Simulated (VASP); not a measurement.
# Be16H (a cell with a defect) in VASP: a series of runs, part 2 of 2

VASP 6.6.1. The steps go on from the part before.

## (3) Single point, PBE

Contents of INCAR:

```
SYSTEM = Be16H
PREC     = Accurate       ! precision mode
ENCUT    = 520            ! plane-wave cutoff, eV
EDIFF    = 1E-6           ! SCF threshold, eV
ISMEAR   = -1             ! smearing method
SIGMA    = 0.05           ! smearing width, eV
LREAL    = Auto         
LASPH    = .True.         ! aspherical terms in the spheres
NELM     = 100            ! most SCF steps
ALGO     = Normal         ! electronic algorithm
ISIF     = 2              ! what is computed and relaxed
LWAVE    = .False.        ! write WAVECAR
LCHARG   = .True.         ! write CHGCAR
GGA      = PE             ! functional
LELF     = .True.         ! ELF
LVHAR    = .True.       
NBANDS   = 30             ! bands
```

Contents of KPOINTS:

```
regular mesh
0
Gamma
  4 4 3
  0 0 0
```

Contents of POSCAR:

```
Be16H
1.0
   -2.2900000000     -3.9663960000      0.0000000000
    3.4350000000     -1.9831980000      0.0000000000
    0.0000000000      0.0000000000      7.1768600000
Be H
16 1
Direct
    0.7642636814      0.5782718575     -0.0092937580
    0.4978180536      0.3517331420      0.2327758936
    0.7668153468      0.4945581206      0.4995360088
    0.4425483661      0.3876959995      0.7449776086
    0.5168330495      0.0263894275      0.0035112849
    0.2741237822      0.8592266263      0.2335979802
    0.5233003884     -0.0733747046      0.5286016447
    0.2380778767      0.9026778275      0.7503838726
    0.2567347281      0.5206179119     -0.0172498837
    0.0218607244      0.3504399007      0.2310481185
    0.2279161619      0.3599208183      0.5071577264
   -0.0343414367      0.2630154614      0.7275326536
   -0.0167334417      0.0223232659      0.0013236987
    0.7676246791      0.8598720568      0.2727933943
    0.0351508094     -0.0761003338      0.5271804104
    0.7730993051      0.8328376736      0.7672436135
   -0.2483334136      0.2426831100      0.3622754241
```

Potentials or basis: VASP PAW PBE potentials, release 64 (Be, H).

Started as:

```
$ cat potpaw_PBE.64/Be/POTCAR potpaw_PBE.64/H/POTCAR > POTCAR
$ mpirun -np 1 vasp_std > vasp.out
```

OUTCAR:

```text
SYSTEM = Be16H
   PREC = Accurate
   ENCUT = 520
   EDIFF = 1E-6
   ISMEAR = -1
   LREAL = Auto
   LASPH = .True.
   NELM = 100
   ISIF = 2
   GGA = PE

 ion  position               nearest neighbor table
   1  0.764  0.578  0.991-  16 1.90  13 2.03   5 2.11   9 2.27  10 2.28   2 2.31  14 2.31   9 2.34

   2  0.498  0.352  0.233-  17 1.55   5 2.09  10 2.18   6 2.21   9 2.21   6 2.26   1 2.31  11 2.33
                            14 2.33   3 2.35  14 2.38
   3  0.767  0.495  0.500-  17 1.40   7 2.06  12 2.09  15 2.11  14 2.18  11 2.18  10 2.32   4 2.34
[... 1002 lines left out ...]
  Total        5.5793187      3.1774862      9.4919497     -2.6285753      0.5877738     -1.5396013
  in kB       68.5639343     39.0479488    116.6460367    -32.3024137      7.2231191    -18.9200734
  external PRESSURE =      74.7526399 kB  Pullay stress =       0.0000000 kB

 VOLUME and BASIS-vectors are now :
 -----------------------------------------------------------------------------
  energy-cutoff  :      520.00
  volume of cell :      130.38
      direct lattice vectors                 reciprocal lattice vectors
    -2.290000000 -3.966396000  0.000000000    -0.109170306 -0.189088533  0.000000000
     3.435000000 -1.983198000  0.000000000     0.218340611 -0.126059022  0.000000000
     0.000000000  0.000000000  7.176860000     0.000000000  0.000000000  0.139336702

 POSITION                                       TOTAL-FORCE (eV/Angst)
 -----------------------------------------------------------------------------------
      0.23620     -4.17820      7.11016        -1.876562      1.754438      1.186827
      0.06820     -2.67210      1.67060         0.063974     -0.607754      0.560430
     -0.05720     -4.02230      3.58510         0.234730      0.324359      0.356811
      0.31830     -2.52420      5.34660        -1.325018     -2.196290     -0.127371
     -1.09290     -2.10230      0.02520         0.356616      0.119099     -0.667126
      2.32370     -2.79130      1.67650         0.070349      0.593271      1.110643
[... 9 lines left out ...]
      1.09040     -4.71810      5.50640        -0.129647      1.026963     -0.561848
     -0.88770     -3.46270      2.60000        -0.136069      0.292805     -0.864463
 -----------------------------------------------------------------------------------
    total drift:                               -0.001953     -0.000287      0.001138

  FREE ENERGIE OF THE ION-ELECTRON SYSTEM (eV)
  ---------------------------------------------------
  free  energy   TOTEN  =       -58.6957760635 eV

  energy  without entropy=      -58.6773745819  energy(sigma->0) =      -58.68657532
```

It took 2 min on 1 thread of AMD EPYC 9R45 (Zen 5), shared host; peak memory 0.22 GiB.

What came out:

- Free energy: -58.6958 eV
- Pressure: 7.5 GPa
- Largest force: 3.052 eV/Å

Forces on the atoms (eV/Å):
```
Be  -1.877  1.754  1.187
Be   0.064 -0.608  0.560
Be   0.235  0.324  0.357
Be  -1.325 -2.196 -0.127
Be   0.357  0.119 -0.667
Be   0.070  0.593  1.111
Be   0.681  0.256 -0.475
Be  -1.790 -0.741  1.678
Be   0.267  0.508  0.657
Be   0.387  0.244  0.255
Be   0.965 -1.639 -1.321
Be   2.693 -0.908  1.113
Be  -0.192 -0.907  0.095
Be  -0.145  0.218 -0.974
Be  -0.125  1.662 -2.022
Be  -0.130  1.027 -0.562
H   -0.136  0.293 -0.864
```

Stress tensor (GPa, compression positive):
```
 6.86 -3.23 -1.89
-3.23  3.90  0.72
-1.89  0.72 11.66
```

Levels at points of the mesh, in eV from the Fermi level:
| k point | band 12 | band 13 | band 14 | band 15 | band 16 | band 17 | band 18 | band 19 | band 20 | band 21 |
| --- | --- | --- | --- | --- | --- | --- | --- | --- | --- | --- |
| (0.00, 0.00, 0.00) | -3.74 | -3.58 | -2.88 | -1.10 | -0.36 | 0.36 | 0.53 | 0.75 | 1.20 | 1.25 |
| (0.50, 0.00, 0.00) | -2.51 | -2.16 | -2.02 | -1.89 | -0.75 | -0.32 | -0.14 | 0.01 | 0.29 | 0.56 |
| (0.00, 0.50, 0.00) | -3.97 | -3.44 | -3.23 | -2.80 | -2.24 | 0.13 | 0.57 | 0.91 | 1.05 | 1.08 |
| (0.50, 0.50, 0.00) | -5.81 | -1.75 | -1.25 | -1.07 | -0.30 | 0.31 | 0.81 | 0.91 | 1.19 | 4.06 |

Caveat: the k points lie up to 0.40 Å⁻¹ apart.
